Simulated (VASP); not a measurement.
Crystal: TaN.

```
CELL_PARAMETERS angstrom
0.00000 2.17384 2.17384
2.17384 0.00000 2.17384
2.17384 2.17384 0.00000
ATOMIC_POSITIONS crystal
Ta 0.49891 0.50109 0.50109
N 0.01403 0.98597 0.98597
```

Base run:

```yaml
Program: VASP 6.6.1
Functional: LDA
Potentials_or_basis: VASP PAW LDA potentials, release 64 (Ta_sv_GW, N)
Cutoff: 600 eV
k_mesh: 18 × 18 × 18
Occupations: gaussian, width 0.15 eV
Spin: no spin polarisation
```

Its results: band gap on the k mesh zero (band 9 reaches 15.99 eV, above the bottom of band 10 at 11.95 eV); pressure 2.2 GPa; largest force 0.599 eV/Å.

The run is repeated on the same cell with these changes: potentials or basis from VASP PAW LDA potentials, release 64 (Ta_sv_GW, N) to VASP PAW LDA potentials, release 64 (Ta_pv, N); cutoff from 600 eV to 520 eV; further incar settings from ALGO = Normal; EDIFF = 1e-06; NBANDS = 16 to ALGO = Normal; EDIFF = 1e-07; NBANDS = 15; valence electrons from 18 to 16. What comes out?

Band gap on the k mesh zero (band 8 reaches 11.76 eV, above the bottom of band 9 at 7.72 eV); pressure 3.0 GPa; largest force 0.599 eV/Å.

Caveats: spin-orbit coupling is left out, which moves the levels of the heavy elements.
